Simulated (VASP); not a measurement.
# Ta (P-1) in VASP: settings compared

The runs below take Ta through single point, with r2SCAN, PBE.

All numbers are computed with VASP 6.6.1; they aren't measurements. Logs are shortened: lines on timing, memory, paths and dates and some standing lists are left out, and cuts for length are marked.

### Step 1. The cell of the first run

The typed cell holds 1 atom: a = 2.878 Å, b = 2.876 Å, c = 2.867 Å, α = 107.90°, β = 109.43°, γ = 112.18°.

### Step 2. Single point, r2SCAN

The input, POSCAR:

```
Ta
1.0
   -1.7138403400      1.6638007000      1.6059510000
    1.6932035700     -1.6823021200      1.6038156500
    1.6862236500      1.6546854300     -1.6244524300
Ta
1
Direct
    0.0000000000      0.0000000000      0.0000000000
```

The input, INCAR.step1:

```
SYSTEM = Ta
PREC = Accurate ; ENCUT = 520
ISMEAR = -1 ; SIGMA = 0.05
LREAL = .FALSE. ; LASPH = .TRUE.
NELM = 60 ; NBANDS = 12
GGA = PE ; ALGO = Normal
EDIFF = 1E-4 ; LWAVE = .TRUE.
LCHARG = .FALSE.
```

The input, INCAR.step2:

```
SYSTEM = Ta
PREC = Accurate ; ENCUT = 520
EDIFF = 1E-7 ; ISMEAR = -1
SIGMA = 0.05 ; LREAL = .FALSE.
LASPH = .TRUE. ; NELM = 60
ALGO = Normal ; ISIF = 2
LWAVE = .FALSE. ; LCHARG = .FALSE.
METAGGA = R2SCAN ; LMIXTAU = .TRUE.
NBANDS = 12 ; ISTART = 1
```

The input, KPOINTS:

```
Automatic mesh
0
G
  7 7 6
  0 0 0
```

Potentials or basis: VASP PAW PBE potentials, release 64 (Ta_pv).

Started as:

```console
$ cat potpaw_PBE.64/Ta_pv/POTCAR > POTCAR
$ cp INCAR.step1 INCAR
$ mpirun -np 1 vasp_std > vasp.out
$ cp INCAR.step2 INCAR
$ mpirun -np 1 vasp_std > vasp.out
```

OUTCAR:

```text
SYSTEM = Ta
   PREC = Accurate
   ENCUT = 520
   EDIFF = 1E-7
   ISMEAR = -1
   LREAL = .FALSE.
   LASPH = .TRUE.
   NELM = 60
   ISIF = 2
   METAGGA = R2SCAN
   ISTART = 1

 ion  position               nearest neighbor table
   1  0.000  0.000  0.000-

  LATTYP: Found a triclinic cell.
 ALAT       =     7.5788318559
 B/A-ratio  =     0.6300958834
 C/A-ratio  =     0.3723719488
 COS(alpha) =     0.0145807528
 COS(beta)  =     0.2687105150
 COS(gamma) =     0.9507840636

  Lattice vectors:

 A1 = (  -6.7864711300,   3.3737195100,   0.0227721300)
 A2 = (  -3.4070439100,   3.3461028200,   0.0021353500)
 A3 = (  -1.6655868800,  -1.6361840100,  -1.5853142200)

Analysis of symmetry for initial positions (statically):
=====================================================================
 Subroutine PRICEL returns:
 Original cell was already a primitive cell.

 Routine SETGRP: Setting up the symmetry group for a
 triclinic supercell.

 Subroutine GETGRP returns: Found  2 space group operations
 (whereof  2 operations were pure point group operations)
 out of a pool of  2 trial point group operations.

The static configuration has the point symmetry S_2 .

Analysis of symmetry for dynamics (positions and initial velocities):
=====================================================================
 Subroutine PRICEL returns:
 Original cell was already a primitive cell.

 Routine SETGRP: Setting up the symmetry group for a
 triclinic supercell.

 Subroutine GETGRP returns: Found  2 space group operations
 (whereof  2 operations were pure point group operations)
 out of a pool of  2 trial point group operations.

The dynamic configuration has the point symmetry S_2 .

 Subroutine INISYM returns: Found  2 space group operations
 (whereof  2 operations are pure point group operations),
 and found     1 'primitive' translations

----------------------------------------------------------------------------------------

                                     Primitive cell

  volume of cell :      17.9956

  direct lattice vectors                    reciprocal lattice vectors
    -1.713840340  1.663800700  1.605951000     0.004390489  0.303125632  0.313324603
     1.693203570 -1.682302120  1.603815650     0.297857019  0.004226569  0.313488522
     1.686223650  1.654685430 -1.624452430     0.298413576  0.303846108  0.003670010

  length of vectors
     2.878291176  2.875639649  2.867085588     0.435977903  0.432448519  0.425895044

  position of ions in fractional coordinates (direct lattice)
     0.000000000  0.000000000  0.000000000

  ion indices of the primitive-cell ions
   primitive index   ion index
                 1           1

----------------------------------------------------------------------------------------

 KPOINTS: Automatic mesh

Automatic generation of k-mesh.
 Grid dimensions read from file:
 generate k-points for:    7    7    6

 Generating k-lattice:

  Cartesian coordinates                     Fractional coordinates (reciprocal lattice)
     0.000627213  0.043303662  0.044760658     0.142857143  0.000000000  0.000000000
     0.042551003  0.000603796  0.044784075     0.000000000  0.142857143 -0.000000000
     0.049735596  0.050641018  0.000611668     0.000000000 -0.000000000  0.166666667

  Length of vectors
     0.062282558  0.061778360  0.070982507

  Shift w.r.t. Gamma in fractional coordinates (k-lattice)
     0.000000000  0.000000000  0.000000000

 Subroutine IBZKPT returns following result:
 ===========================================

 Found    148 irreducible k-points:

 Following reciprocal coordinates:
            Coordinates               Weight
  0.000000  0.000000  0.000000      1.000000
  0.142857 -0.000000  0.000000      2.000000
  0.285714  0.000000  0.000000      2.000000
  0.428571  0.000000  0.000000      2.000000
  0.000000  0.142857  0.000000      2.000000
  0.142857  0.142857  0.000000      2.000000
[... 16 lines left out ...]
 -0.428571  0.428571 -0.000000      2.000000
 -0.285714  0.428571 -0.000000      2.000000
 [... further k-points ...]
   k-points           NKPTS =    148   k-points in BZ     NKDIM =    148   number of bands    NBANDS=     12
   number of dos      NEDOS =    301   number of ions     NIONS =      1
   total plane-waves  NPLWV =  13824
   dimension x,y,z NGX =    24 NGY =   24 NGZ =   24
   dimension x,y,z NGXF=    48 NGYF=   48 NGZF=   48
   ions per type =               1
   NGX,Y,Z   is equivalent  to a cutoff of  13.86, 13.87, 13.92 a.u.
   NGXF,Y,Z  is equivalent  to a cutoff of  27.72, 27.75, 27.83 a.u.
 SYSTEM =  Ta
   PREC   = accura    normal or accurate (medium, high low for compatibility)
   ISTART =      1    job   : 0-new  1-cont  2-samecut
   ICHARG =      0    charge: 1-file 2-atom 10-const
   ISPIN  =      1    spin polarized calculation?
   LNONCOLLINEAR =      F non collinear calculations
   LSORBIT =      F    spin-orbit coupling
   LASPH  =      T    aspherical Exc in radial PAW
   ENCUT  =  520.0 eV  38.22 Ry    6.18 a.u.   5.35  5.35  5.33*2*pi/ulx,y,z
   NELM   =     60;   NELMIN=  2; NELMDL=  0     # of ELM steps
   EDIFF  = 0.1E-06   stopping-criterion for ELM
   LREAL  =      F    real-space projection
   EDIFFG = 0.1E-05   stopping-criterion for IOM
   NSW    =      0    number of steps for IOM
   IBRION =     -1    ionic relax: 0-MD 1-quasi-New 2-CG
   NFREE  =      0    steps in history (QN), initial steepest desc. (CG)
   ISIF   =      2    stress and relaxation
   ISYM   =      2    0-nonsym 1-usesym 2-fastsym
   POTIM  = 0.5000    time-step for ionic-motion
   TEBEG  =    0.0;   TEEND  =   0.0 temperature during run
   PSTRESS=    0.0 pullay stress
   NELECT =      11.0000    total number of electrons
   NUPDOWN=      -1.0000    fix difference up-down
   EMIN   =  10.00;   EMAX   =-10.00  energy-range for DOS
   EFERMI =   0.00;   METHOD = LEGACY
   ISMEAR =    -1;   SIGMA  =   0.05  broadening in eV -4-tet -1-fermi 0-gaus
   EFERMI_NEDOS =   21; number of points for ismear=-14 and -15
   IALGO  =     38    algorithm
   IMIX   =      4    mixing-type and parameters
     AMIX     =   0.40;   BMIX     =  1.00
     AMIX_MAG =   1.60;   BMIX_MAG =  1.00
  volume/ion in A,a.u.               =      18.00       121.44
  Fermi-wavevector in a.u.,A,eV,Ry     =   1.389368  2.625524 26.263898  1.930342
  Thomas-Fermi vector in A             =   2.513405
   LORBIT       =      0    0 simple, 1 ext, 2 COOP (PROOUT), +10 PAW based schemes
   METAGGA = R2SCAN    functional components
   LHFCALC =     F    Hartree Fock is set to
   AEXX    =    0.0000 exact exchange contribution
   IVDW    =     0    specifies the selected vdW correction
   LEPSILON=     F    determine dielectric tensor
   LRPA    =     F    only Hartree local field effects (RPA)
 non-spin polarized calculation
  energy-cutoff  :      520.00
  volume of cell :       18.00
 maximum number of plane-waves:       497
 NGX is ok and might be reduce to    24
   NGX = 11   NGY = 11   NGZ = 11

 number of electron      11.0000001 magnetization

 Free energy of the ion-electron system (eV)
  ---------------------------------------------------
  ext. energy  EPLUGINS =         0.00000000
  ---------------------------------------------------
  free energy    TOTEN  =       -48.57268969 eV

  energy without entropy =      -48.56288429  energy(sigma->0) =      -48.56778699

 E-fermi :   5.3023     XC(G=0): -13.7766

 val. band max:        5.2913498480   @ k =   0.2857  -0.1429   0.1667
 cond. band min:       5.3062356825   @ k =   0.4286   0.1429   0.3333
 fundamental gap:      0.0148858345
 Fermi energy:         5.3022901572

 k-point     1 :       0.0000    0.0000    0.0000
  band No.  band energies     occupation
      1     -28.9213      2.00000
      2     -28.8993      2.00000
      3     -28.8465      2.00000
      4      -2.9997      2.00000
      5       5.7461      0.00028
      6       6.2359      0.00000
      7       6.5814      0.00000
      8       9.2376      0.00000
      9      10.0704      0.00000
     10      17.4450      0.00000
     11      20.6063      0.00000
     12      21.0855      0.00000

 k-point     2 :       0.1429   -0.0000    0.0000
  band No.  band energies     occupation
      1     -29.1240      2.00000
      2     -28.9819      2.00000
      3     -28.9083      2.00000
      4      -2.0534      2.00000
      5       5.4697      0.06794
      6       6.1548      0.00000
      7       6.9296      0.00000
      8       9.1171      0.00000
      9       9.5286      0.00000
     10      17.4399      0.00000
     11      21.8116      0.00000
     12      22.5011      0.00000

 k-point     3 :       0.2857    0.0000    0.0000
  band No.  band energies     occupation
      1     -29.6654      2.00000
      2     -29.1690      2.00000
      3     -28.9216      2.00000
      4      -0.0106      2.00000
      5       4.3370      2.00000
      6       5.3151      0.87218
      7       9.4261      0.00000
      8       9.5004      0.00000
      9       9.8300      0.00000
     10      17.4392      0.00000
     11      20.6492      0.00000
     12      22.5587      0.00000
[... 286 lines left out ...]
 k-point    23 :      -0.4286    0.4286   -0.0000
  band No.  band energies     occupation
      1     -30.0655      2.00000
      2     -29.2018      2.00000
      3     -28.8605      2.00000
      4       0.6791      2.00000
      5       4.2076      2.00000
      6       6.0113      0.00000
      7       9.1740      0.00000
      8      10.4495      0.00000
      9      12.6471      0.00000
     10      17.4221      0.00000
     11      17.8728      0.00000
     12      18.4899      0.00000

 k-point    24 :      -0.2857    0.4286   -0.0000
  band No.  band energies     occupation
      1     -29.8784      2.00000
      2     -29.2240      2.00000
      3     -28.9620      2.00000
      4       1.1222      2.00000
      5       4.3370      2.00000
      6       4.7726      1.99995
      7       8.8424      0.00000
      8      10.2805      0.00000
      9      12.2260      0.00000
     10      17.4353      0.00000
     11      18.7161      0.00000
     12      20.9446      0.00000

 [... further k-points ...]
[... 5 lines left out ...]
  --------------------------------------------------------------------------------------
  -------------------------------------------------------------------------------------
  Total       -0.1512002      0.0678190      0.5867209      0.2270015      0.0980317      0.1365914
  in kB      -13.4616169      6.0380391     52.2367756     20.2103359      8.7279351     12.1609688
  external PRESSURE =      14.9377326 kB  Pullay stress =       0.0000000 kB

 VOLUME and BASIS-vectors are now :
 -----------------------------------------------------------------------------
  energy-cutoff  :      520.00
  volume of cell :       18.00
      direct lattice vectors                 reciprocal lattice vectors
    -1.713840340  1.663800700  1.605951000     0.004390489  0.303125632  0.313324603
     1.693203570 -1.682302120  1.603815650     0.297857019  0.004226569  0.313488522
     1.686223650  1.654685430 -1.624452430     0.298413576  0.303846108  0.003670010

 POSITION                                       TOTAL-FORCE (eV/Angst)
 -----------------------------------------------------------------------------------
      0.00000      0.00000      0.00000         0.000000      0.000000      0.000000
 -----------------------------------------------------------------------------------
    total drift:                                0.000000      0.000000     -0.000000

  FREE ENERGIE OF THE ION-ELECTRON SYSTEM (eV)
  ---------------------------------------------------
  free  energy   TOTEN  =       -48.5726896868 eV

  energy  without entropy=      -48.5628842932  energy(sigma->0) =      -48.56778699
```

It took 47 s on 1 thread of Intel Xeon 6975P-C, shared host; peak memory 0.16 GiB.

What came out:

```
Free energy : -48.5727 eV
Pressure    : 1.5 GPa
```

Stress tensor (GPa, compression positive):
```
-1.35  2.02  1.22
 2.02  0.60  0.87
 1.22  0.87  5.22
```

Levels at points of the mesh, in eV from the Fermi level:
```tsv
k point	band 2	band 3	band 4	band 5	band 6	band 7	band 8	band 9	band 10	band 11
(0.00, 0.00, 0.00)	-34.20	-34.15	-8.30	0.44	0.93	1.28	3.94	4.77	12.14	15.30
(0.00, 0.00, 0.50)	-34.57	-34.20	-4.53	-1.07	1.42	3.60	4.93	8.13	12.11	12.46
```

Caveat: the k points lie up to 0.45 Å⁻¹ apart; the PAW data sets were made with another functional, which shifts forces and pressure a little; spin-orbit coupling is left out, which moves the levels of the heavy elements.

### Step 3. Single point, PBE (the cell strained at random)

The input, INCAR:

```
SYSTEM = Ta
PREC     = Accurate       ! precision mode
ENCUT    = 500            ! plane-wave cutoff, eV
EDIFF    = 1E-6           ! SCF threshold, eV
ISMEAR   = -1             ! smearing method
SIGMA    = 0.05           ! smearing width, eV
LREAL    = .False.        ! projectors in reciprocal space
LASPH    = .True.         ! aspherical terms in the spheres
NELM     = 120            ! most SCF steps
ALGO     = Normal         ! electronic algorithm
ISIF     = 2              ! what is computed and relaxed
LWAVE    = .False.        ! write WAVECAR
LCHARG   = .False.        ! write CHGCAR
GGA      = PE             ! functional
NBANDS   = 12             ! bands
GGA_COMPAT= .False.
```

The input, KPOINTS:

```
Automatic mesh
0
Gamma
  11 11 11
  0 0 0
```

The input, POSCAR:

```
Ta
1.0
   -1.6846800000      1.6666700000      1.5824970000
    1.7388260000     -1.6573910000      1.6310100000
    1.6581940000      1.6315060000     -1.5730530000
Ta
1
Direct
    0.0014030000     -0.0234950000     -0.0039580000
```

Potentials or basis: VASP PAW PBE potentials, release 64 (Ta_pv).

Started as:

```console
$ cat potpaw_PBE.64/Ta_pv/POTCAR > POTCAR
$ mpirun -np 1 vasp_std > vasp.out
```

Wall time 28 s (1 thread of Intel Xeon 6975P-C (Granite Rapids), shared host); peak memory 0.24 GiB.

Results (log left out):

* Free energy: -11.8017 eV
* Pressure: 3.4 GPa

Stress tensor (GPa, compression positive):
```
 0.57  1.26 -2.82
 1.26  3.60 -0.37
-2.82 -0.37  6.14
```

Levels at points of the mesh, in eV from the Fermi level:
```
           k point  band 2  band 3  band 4  band 5  band 6  band 7  band 8  band 9  band 10  band 11
(0.00, 0.00, 0.00)  -33.07  -32.99   -7.92    0.30    0.71    1.23    3.62    4.43    14.41    14.71
```

Caveat: the cell differs from its parent crystal (the cell strained at random); spin-orbit coupling is left out, which moves the levels of the heavy elements.
